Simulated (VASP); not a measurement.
# Si8O15 (a cell with a defect) in VASP: further runs

Runs on Si8O15 (a cell with a defect). Level: PBE+D3(BJ). Tasks: single point.

Everything below comes from runs of VASP 6.6.1. Logs are shortened: lines on timing, memory, paths and dates and some standing lists are left out, and cuts for length are marked.

## (1) The cell of the first run

The cell holds a defect, 23 atoms: a = 5.878 Å, b = 5.878 Å, c = 5.320 Å, α = 90.00°, β = 90.00°, γ = 90.00°.

## (2) Single point, PBE+D3(BJ)

File INCAR:

```
PREC = Accurate
ENCUT = 520
EDIFF = 1E-6
ISMEAR = -1
SIGMA = 0.05
LREAL = Auto
LASPH = True
NELM = 100
ALGO = Normal
ISIF = 2
LWAVE = False
LCHARG = False
GGA = PE
IVDW = 12
NBANDS = 78
```

File KPOINTS:

```
regular mesh
0
Gamma
  2 2 2
```

File POSCAR:

```
Si8O15
1.0
   -4.1564000000     -4.1564000000      0.0000000000
    4.1564000000     -4.1564000000      0.0000000000
    0.0000000000      0.0000000000      5.3204000000
Si O
8 15
Direct
    0.5004312626      0.5009762054      0.0002526126
    0.0004311423      0.4986269368      0.2485788663
    0.5004312626      0.5009752430      0.4969049320
    0.0004317438      0.5291238812      0.7485788663
    0.0004306611     -0.0067000289      0.0249575220
    0.5004319844      0.0019441103      0.2485786783
    0.0004310220     -0.0067020739      0.4721996466
    0.5004315032      0.0013635598      0.7485786783
    0.1975317583      0.4962368877      0.0040948049
    0.0004327062      0.1972116495      0.2485792422
    0.8033324512      0.4962354441      0.0040942410
    0.0004312626      0.7987189635      0.2485777385
    0.1975318785      0.4962365268      0.4930627396
    0.0004352324      0.0381305938      0.7485783024
    0.8033324512      0.4962352035      0.4930633035
    0.6949600616      0.0008310076      0.0052665213
    0.5004336686      0.6964061447      0.2485788663
    0.3059048696      0.0008298046      0.0052676490
    0.5004323453      0.3058006929      0.2485786783
    0.6949600616      0.0008307670      0.4918908353
    0.5004325859      0.6969704552      0.7485786783
    0.3059048696      0.0008295640      0.4918897075
    0.5004315032      0.3055760995      0.7485788663
```

Potentials or basis: VASP PAW PBE potentials, release 64 (Si, O).

Launch:

```console
> cat potpaw_PBE.64/Si/POTCAR potpaw_PBE.64/O/POTCAR > POTCAR
> mpirun -np 1 vasp_std > vasp.out
```

OUTCAR:

```text
PREC = Accurate
   ENCUT = 520
   EDIFF = 1E-6
   ISMEAR = -1
   LREAL = Auto
   LASPH = True
   NELM = 100
   ISIF = 2
   GGA = PE
   IVDW = 12
 IVDW          = 12

 ion  position               nearest neighbor table
   1  0.500  0.501  0.000-  19 1.75  17 1.75  23 1.76  21 1.77   9 1.78  11 1.78   3 2.64   3 2.68

   2  0.000  0.499  0.249-  15 1.74  11 1.74  13 1.74   9 1.74  12 1.76  10 1.77   4 2.67   4 2.67
                             7 3.14   5 3.14
   3  0.500  0.501  0.497-  19 1.75  17 1.75  23 1.76  21 1.77  13 1.78  15 1.78   1 2.64   1 2.68
[... 11 lines left out ...]
   9  0.198  0.496  0.004-   2 1.74   1 1.78   4 1.80
  10  0.000  0.197  0.249-   5 1.69   7 1.69   2 1.77
  11  0.803  0.496  0.004-   2 1.74   1 1.78   4 1.80
  12  0.000  0.799  0.249-   7 1.65   5 1.65   2 1.76
  13  0.198  0.496  0.493-   2 1.74   3 1.78   4 1.80
  14  0.000  0.038  0.749-   7 1.49   5 1.49
  15  0.803  0.496  0.493-   2 1.74   3 1.78   4 1.80
  16  0.695  0.001  0.005-   6 1.73   8 1.78   5 1.80
  17  0.500  0.696  0.249-   1 1.75   3 1.75   6 1.80
  18  0.306  0.001  0.005-   6 1.73   8 1.78   5 1.80
  19  0.500  0.306  0.249-   3 1.75   1 1.75   6 1.79
  20  0.695  0.001  0.492-   6 1.73   8 1.78   7 1.80
  21  0.500  0.697  0.749-   1 1.77   3 1.77   8 1.79
  22  0.306  0.001  0.492-   6 1.73   8 1.78   7 1.80
  23  0.500  0.306  0.749-   3 1.76   1 1.76   8 1.79

  LATTYP: Found a simple tetragonal cell.
 ALAT       =     5.8780372506
 C/A-ratio  =     0.9051320659

  Lattice vectors:

 A1 = (  -4.1564000000,  -4.1564000000,   0.0000000000)
 A2 = (   4.1564000000,  -4.1564000000,   0.0000000000)
 A3 = (   0.0000000000,   0.0000000000,   5.3204000000)

Analysis of symmetry for initial positions (statically):
=====================================================================
 Subroutine PRICEL returns:
 Original cell was already a primitive cell.

 Routine SETGRP: Setting up the symmetry group for a
 simple tetragonal supercell.

 Subroutine GETGRP returns: Found  4 space group operations
 (whereof  1 operations were pure point group operations)
 out of a pool of 16 trial point group operations.

The static configuration has the point symmetry C_1 .
 The point group associated with its full space group is C_2v.

Analysis of symmetry for dynamics (positions and initial velocities):
[... 139 lines left out ...]
   EDIFFG = 0.1E-04   stopping-criterion for IOM
   NSW    =      0    number of steps for IOM
   IBRION =     -1    ionic relax: 0-MD 1-quasi-New 2-CG
   NFREE  =      0    steps in history (QN), initial steepest desc. (CG)
   ISIF   =      2    stress and relaxation
   ISYM   =      2    0-nonsym 1-usesym 2-fastsym
   POTIM  = 0.5000    time-step for ionic-motion
   TEBEG  =    0.0;   TEEND  =   0.0 temperature during run
   PSTRESS=    0.0 pullay stress
   NELECT =     122.0000    total number of electrons
   NUPDOWN=      -1.0000    fix difference up-down
   EMIN   =  10.00;   EMAX   =-10.00  energy-range for DOS
   EFERMI =   0.00;   METHOD = LEGACY
   ISMEAR =    -1;   SIGMA  =   0.05  broadening in eV -4-tet -1-fermi 0-gaus
   EFERMI_NEDOS =   21; number of points for ismear=-14 and -15
   IALGO  =     38    algorithm
   IMIX   =      4    mixing-type and parameters
     AMIX     =   0.40;   BMIX     =  1.00
     AMIX_MAG =   1.60;   BMIX_MAG =  1.00
  volume/ion in A,a.u.               =       7.99        53.94
  Fermi-wavevector in a.u.,A,eV,Ry     =   1.427990  2.698510 27.744389  2.039155
  Thomas-Fermi vector in A             =   2.548100
   LORBIT       =      0    0 simple, 1 ext, 2 COOP (PROOUT), +10 PAW based schemes
   GGA     = PE    functional components
   LHFCALC =     F    Hartree Fock is set to
   AEXX    =    0.0000 exact exchange contribution
   IVDW    =    12    specifies the selected vdW correction
   LEPSILON=     F    determine dielectric tensor
   LRPA    =     F    only Hartree local field effects (RPA)
 non-spin polarized calculation
  energy-cutoff  :      520.00
  volume of cell :      183.83
 maximum number of plane-waves:      4976
 NGX is ok and might be reduce to    48
   NGX = 21   NGY = 21   NGZ = 19

 number of electron     121.9999977 magnetization

 Free energy of the ion-electron system (eV)
  ---------------------------------------------------
  ext. energy  EPLUGINS =         0.00000000
  ---------------------------------------------------
  free energy    TOTEN  =      -168.82499473 eV

  energy without entropy =     -168.82421458  energy(sigma->0) =     -168.82460465

 E-fermi :  12.1193     XC(G=0): -12.1141

 val. band max:       11.8189476718   @ k =   0.5000   0.5000   0.5000
 cond. band min:      12.3918006037   @ k =   0.0000   0.5000   0.0000
 fundamental gap:      0.5728529319
 Fermi energy:        12.1192694386

 k-point     1 :       0.0000    0.0000    0.0000
  band No.  band energies     occupation
      1     -14.9244      2.00000
      2     -13.4590      2.00000
      3     -12.9890      2.00000
      4     -12.2872      2.00000
      5     -11.9071      2.00000
      6     -11.8290      2.00000
[... 597 lines left out ...]
     72      17.7192      0.00000
     73      18.0087      0.00000
 [bands above 73 left out]

------------------------ aborting loop because EDIFF is reached ----------------------------------------

 Edisp (eV)   -5.55815

 E8    (eV) :    -1.9264

  FORCE on cell =-STRESS in cart. coord.  units (eV):
  Direction    XX          YY          ZZ          XY          YZ          ZX
  --------------------------------------------------------------------------------------
  -------------------------------------------------------------------------------------
  Total      17.41895    17.41895    43.57442    -1.62466     0.00000     0.00000
  in kB     151.81808   151.81808   379.78100   -14.16001     0.00000     0.00000
  external pressure =      227.81 kB  Pullay stress =        0.00 kB

 VOLUME and BASIS-vectors are now :
 -----------------------------------------------------------------------------
  energy-cutoff  :      520.00
  volume of cell :      183.83
      direct lattice vectors                 reciprocal lattice vectors
    -4.156400000 -4.156400000  0.000000000    -0.120296410 -0.120296410  0.000000000
     4.156400000 -4.156400000  0.000000000     0.120296410 -0.120296410  0.000000000
     0.000000000  0.000000000  5.320400000     0.000000000  0.000000000  0.187955793

 POSITION                                       TOTAL-FORCE (eV/Angst)
 -----------------------------------------------------------------------------------
      0.00227     -4.16225      0.00134        -0.117017      0.117017     -0.025499
      2.07070     -2.07428      1.32254        -0.383198      0.383198      0.000000
      0.00226     -4.16225      2.64373        -0.117017      0.117017      0.025499
      2.19746     -2.20104      3.98274         3.039517     -3.039517      0.000000
      4.12676     -4.13034      0.13278        -1.000882      1.000882     -0.068190
     -2.07191     -2.08808      1.32254        -0.000377      0.000377      0.000000
[... 15 lines left out ...]
     -1.26802     -1.27491      2.61705        -0.120587      0.153419      0.004381
     -0.80990     -3.35009      3.98274        -0.089410      0.089410      0.000000
 -----------------------------------------------------------------------------------
    total drift:                                0.127023      0.141059      0.000582

  FREE ENERGIE OF THE ION-ELECTRON SYSTEM (eV)
  ---------------------------------------------------
  free  energy   TOTEN  =      -174.3831479561 eV

  energy  without entropy=     -174.3823678059  energy(sigma->0) =     -174.38275788
```

stdout:

```text
POSCAR found type information on POSCAR SiO
 POSCAR found :  2 types and      23 ions
 scaLAPACK will be used
 LDA part: xc-table for (Slater+PW92), standard interpolation
 POSCAR, INCAR and KPOINTS ok, starting setup
 FFT: planning ... GRIDC
 FFT: planning ... GRID_SOFT
 FFT: planning ... GRID
 WAVECAR not read
 entering main loop
```

Wall time 1.8 min (1 thread of Intel Xeon Platinum 8375C at 2.90GHz (Ice Lake), shared host); peak memory 0.31 GiB.

Results:

```yaml
Free_energy: -174.3831 eV
Pressure: 22.8 GPa
Largest_force: 5.798 eV/Å
Band_gap_on_the_k_mesh: 0.57 eV
Dispersion_energy_per_atom: -0.242 eV
```

Forces in eV/Å, atoms in the order of the input:
```
Si  -0.117  0.117 -0.025
Si  -0.383  0.383  0.000
Si  -0.117  0.117  0.025
Si   3.040 -3.040  0.000
Si  -1.001  1.001 -0.068
Si   0.000  0.000  0.000
Si  -1.001  1.001  0.068
Si  -0.071  0.071  0.000
O   -0.665  0.637 -0.007
O   -0.421  0.421  0.000
O   -0.637  0.665 -0.007
O   -0.489  0.489  0.000
O   -0.665  0.637  0.007
O    4.100 -4.100  0.000
O   -0.637  0.665  0.007
O   -0.153  0.121 -0.004
O   -0.087  0.087  0.000
O   -0.121  0.153 -0.004
O   -0.129  0.129  0.000
O   -0.153  0.121  0.004
O   -0.083  0.083  0.000
O   -0.121  0.153  0.004
O   -0.089  0.089  0.000
```

Caveat: the k points lie up to 0.59 Å⁻¹ apart.

## (3) Single point, PBE+D3(BJ)

File INCAR:

```
  ALGO = Normal
  EDIFF = 1E-6
  ENCUT = 520
  GGA = PE
  ISIF = 2
  ISMEAR = -1
  IVDW = 12
  LASPH = True
  LCHARG = False
  LREAL = Auto
  LWAVE = False
  NBANDS = 78
  NELM = 80
  PREC = Accurate
  SIGMA = 0.05
```

File KPOINTS:

```
k-points
0
Gamma
  2 2 2
```

File POSCAR:

```
Si8O15
1.0
   -4.1564000000     -4.1564000000      0.0000000000
    4.1564000000     -4.1564000000      0.0000000000
    0.0000000000      0.0000000000      5.3204000000
Si O
8 15
Direct
    0.5002872678      0.4996169762      0.0007260732
    0.0002871475      0.5019648013      0.2490527028
    0.5002872678      0.4996160139      0.4973791444
    0.0002878693      0.4717032769      0.7490530787
    0.0002867866      0.0073368781      0.0254104955
    0.5002878693     -0.0013433500      0.2490525148
    0.0002871475      0.0073338707      0.4726932186
    0.5002875084     -0.0007520932      0.7490525148
    0.1973898085      0.5043246560      0.0045699571
    0.0002885911      0.2018887739      0.2490534546
    0.8031864113      0.5043234530      0.0045693933
    0.0002872678      0.8033969300      0.2490515751
    0.1973896882      0.5043242951      0.4935352605
    0.0002908767     -0.0377172553      0.7490519510
    0.8031865316      0.5043230921      0.4935360123
    0.6948154653     -0.0002206236      0.0057375385
    0.5002895535      0.6947977817      0.2490527028
    0.3057612357     -0.0002215860      0.0057384783
    0.5002883505      0.3041936532      0.2490523269
    0.6948154653     -0.0002208642      0.4923673032
    0.5002885911      0.6950188865      0.7490525148
    0.3057612357     -0.0002218266      0.4923663634
    0.5002875084      0.3036266962      0.7490525148
```

Potentials or basis: VASP PAW PBE potentials, release 64 (Si, O).

Launch:

```console
> cat potpaw_PBE.64/Si/POTCAR potpaw_PBE.64/O/POTCAR > POTCAR
> mpirun -np 1 vasp_std > vasp.out
```

It took 1.8 min on 1 thread of Intel Xeon Platinum 8375C at 2.90GHz (Ice Lake), shared host; peak memory 0.31 GiB.

It converged, with:

- Free energy: -174.3835 eV
- Pressure: 22.8 GPa
- Largest force: 5.805 eV/Å
- Band gap on the k mesh: 0.57 eV
- Dispersion energy per atom: -0.242 eV

Forces on the atoms (eV/Å):
```
Si   0.117 -0.117 -0.025
Si   0.383 -0.383  0.000
Si   0.117 -0.117  0.025
Si  -3.043  3.043  0.000
Si   1.003 -1.003 -0.070
Si   0.000  0.000  0.000
Si   1.003 -1.003  0.070
Si   0.070 -0.070  0.000
O    0.637 -0.665 -0.005
O    0.488 -0.488  0.000
O    0.665 -0.637 -0.005
O    0.421 -0.421  0.000
O    0.637 -0.665  0.005
O   -4.105  4.105  0.000
O    0.665 -0.637  0.005
O    0.120 -0.155 -0.005
O    0.129 -0.129  0.000
O    0.155 -0.120 -0.005
O    0.088 -0.088  0.000
O    0.120 -0.155  0.005
O    0.090 -0.090  0.000
O    0.155 -0.120  0.005
O    0.084 -0.084  0.000
```

Stress tensor (GPa, compression positive):
```
15.16 -1.40  0.00
-1.40 15.16  0.00
 0.00  0.00 37.96
```

Levels at points of the mesh, in eV from the valence-band top:
```tsv
k point	band 58	band 59	band 60	band 61	band 62	band 63	band 64	band 65
(0.00, 0.00, 0.00)	-5.12	-4.70	-4.16	-1.08	1.18	2.34	2.81	3.62
(0.50, 0.00, 0.00)	-5.56	-5.06	-4.57	-0.68	1.37	2.93	3.30	3.91
(0.00, 0.50, 0.00)	-4.93	-4.71	-4.56	-0.64	0.57	3.30	3.32	3.41
(0.50, 0.50, 0.00)	-5.27	-5.25	-4.90	-0.51	0.72	3.74	3.89	4.23
(0.00, 0.00, 0.50)	-5.04	-4.78	-4.58	-0.12	1.71	1.76	3.79	3.89
(0.50, 0.00, 0.50)	-5.08	-5.04	-4.78	-0.23	1.64	2.09	3.89	4.05
(0.00, 0.50, 0.50)	-4.73	-4.71	-4.66	-0.02	1.27	1.65	4.14	4.32
(0.50, 0.50, 0.50)	-5.17	-5.15	-5.07	0.00	1.20	1.90	4.73	4.98
```

Caveat: the k points lie up to 0.59 Å⁻¹ apart.

## (4) Single point, PBE+D3(BJ)

File INCAR:

```
  PREC = Accurate
  ENCUT = 520
  EDIFF = 1E-7
  ISMEAR = -1
  SIGMA = 0.05
  LREAL = Auto
  LASPH = T
  NELM = 60
  ALGO = Normal
  ISIF = 2
  LWAVE = F
  LCHARG = T
  GGA = PE
  IVDW = 12
  LELF = T
  LVHAR = T
  NBANDS = 78
```

File KPOINTS:

```
Automatic mesh
0
Gamma
  2 2 2
```

File POSCAR:

```
Si8O15
1.0
   -4.1564000000     -4.1564000000      0.0000000000
    4.1564000000     -4.1564000000      0.0000000000
    0.0000000000      0.0000000000      5.3204000000
Si O
8 15
Direct
    0.5001433933      0.4997663844     -0.0002492294
    0.0001432730      0.5101273939      0.2495265394
    0.5001433933      0.4997656626      0.4993019322
    0.0001439948      0.4386857617      0.7495267273
    0.0001436339      0.0130254547      0.0074304564
    0.5001439948      0.0008342556      0.2495261634
    0.0001437542      0.0130231691      0.4916203669
    0.5001437542     -0.0019344866      0.7495261634
    0.1945278366      0.5034254403     -0.0013927524
    0.0001443557      0.2041827062      0.2495267273
    0.8057601530      0.5034247185     -0.0013933163
    0.0001433933      0.8101674526      0.2495255996
    0.1945277163      0.5034253200      0.5004458311
    0.0001453181     -0.1255182369      0.7495259755
    0.8057603936      0.5034244779      0.5004463950
    0.6946911991      0.0029991098      0.0027326893
    0.5001450775      0.6948633433      0.2495263514
    0.3055971514      0.0029985083      0.0027332531
    0.5001442354      0.3057986479      0.2495261634
    0.6946913194      0.0029989895      0.4963196376
    0.5001443557      0.6950283900      0.7495261634
    0.3055971514      0.0029982677      0.4963190738
    0.5001435136      0.3039852998      0.7495263514
```

Launch:

```console
> cat potpaw_PBE.64/Si/POTCAR potpaw_PBE.64/O/POTCAR > POTCAR
> mpirun -np 1 vasp_std > vasp.out
```

Wall time 2.1 min (1 thread of Intel Xeon Platinum 8375C at 2.90GHz (Ice Lake), shared host); peak memory 0.31 GiB.

The run converged. Its results:

- Free energy: -178.4850 eV
- Pressure: 11.3 GPa
- Largest force: 3.878 eV/Å
- Band gap on the k mesh: 2.74 eV
- Dispersion energy per atom: -0.242 eV

Forces on the atoms (eV/Å):
```
Si   0.108 -0.108 -0.077
Si   0.372 -0.372  0.000
Si   0.108 -0.108  0.077
Si  -0.955  0.955  0.000
Si   0.278 -0.278 -0.744
Si   0.172 -0.172  0.000
Si   0.278 -0.278  0.744
Si   0.033 -0.033  0.000
O    0.160 -0.002 -0.272
O    0.217 -0.217  0.000
O    0.002 -0.160 -0.272
O    0.331 -0.331  0.000
O    0.160 -0.002  0.272
O   -2.742  2.742  0.000
O    0.002 -0.160  0.272
O    0.214 -0.242 -0.153
O    0.138 -0.138  0.000
O    0.242 -0.214 -0.153
O    0.157 -0.157  0.000
O    0.214 -0.242  0.153
O    0.136 -0.136  0.000
O    0.242 -0.214  0.153
O    0.134 -0.134  0.000
```

Stress tensor (GPa, compression positive):
```
 9.86 -0.82  0.00
-0.82  9.86  0.00
 0.00  0.00 14.06
```

Levels at points of the mesh, in eV from the valence-band top:
```tsv
k point	band 58	band 59	band 60	band 61	band 62	band 63	band 64	band 65
(0.00, 0.00, 0.00)	-2.71	-2.24	-1.50	-0.86	4.57	4.61	5.04	5.62
(0.50, 0.00, 0.00)	-2.97	-2.37	-2.37	-0.31	4.89	4.89	5.39	5.86
(0.00, 0.50, 0.00)	-2.50	-2.36	-1.90	-0.50	4.02	4.39	5.69	6.06
(0.50, 0.50, 0.00)	-2.93	-2.55	-2.27	-0.37	4.38	4.91	5.90	6.56
(0.00, 0.00, 0.50)	-2.69	-2.17	-1.99	-0.10	2.77	5.73	6.11	6.47
(0.50, 0.00, 0.50)	-2.45	-2.40	-2.37	-0.15	3.26	5.89	6.48	6.67
(0.00, 0.50, 0.50)	-2.35	-2.23	-1.95	-0.08	2.74	5.01	6.71	6.84
(0.50, 0.50, 0.50)	-2.75	-2.71	-2.57	0.00	3.14	5.02	6.45	7.75
```

Caveat: the k points lie up to 0.59 Å⁻¹ apart.
